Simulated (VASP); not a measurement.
Here is a VASP 6.6.1 calculation.

File INCAR:

```
SYSTEM = ZrC
PREC = Accurate
ENCUT = 520
EDIFF = 1E-7
ISMEAR = -1
SIGMA = 0.05
LREAL = .FALSE.
LASPH = .TRUE.
NELM = 80
ALGO = Normal
ISIF = 2
LWAVE = .FALSE.
LCHARG = .FALSE.
GGA = PE
NBANDS = 15
```

Contents of KPOINTS:

```
Automatic mesh
0
G
  9 9 9
  0 0 0
```

POSCAR

```
ZrC
1.0
    0.0000000000      2.5455200000      2.5455200000
    2.5455200000      0.0000000000      2.5455200000
    2.5455200000      2.5455200000      0.0000000000
Zr C
1 1
Direct
    0.5000000000      0.5000000000      0.5000000000
    0.7500000000      0.7500000000      0.7500000000
```

Potentials or basis: VASP PAW PBE potentials, release 64 (Zr_sv, C).

Command:

```bash
$ cat potpaw_PBE.64/Zr_sv/POTCAR potpaw_PBE.64/C/POTCAR > POTCAR
$ mpirun -np 1 vasp_std > vasp.out
```

Question: Estimate the band gap on the k mesh.

Answer: 0.55 eV, indirect (the least direct gap lies 2.9 meV higher).

Question: Estimate the pressure.

Answer: 0.1 GPa.

A k mesh can miss the band edges. Expect the measured gap to be larger: semilocal functionals such as PBE lack the derivative discontinuity.
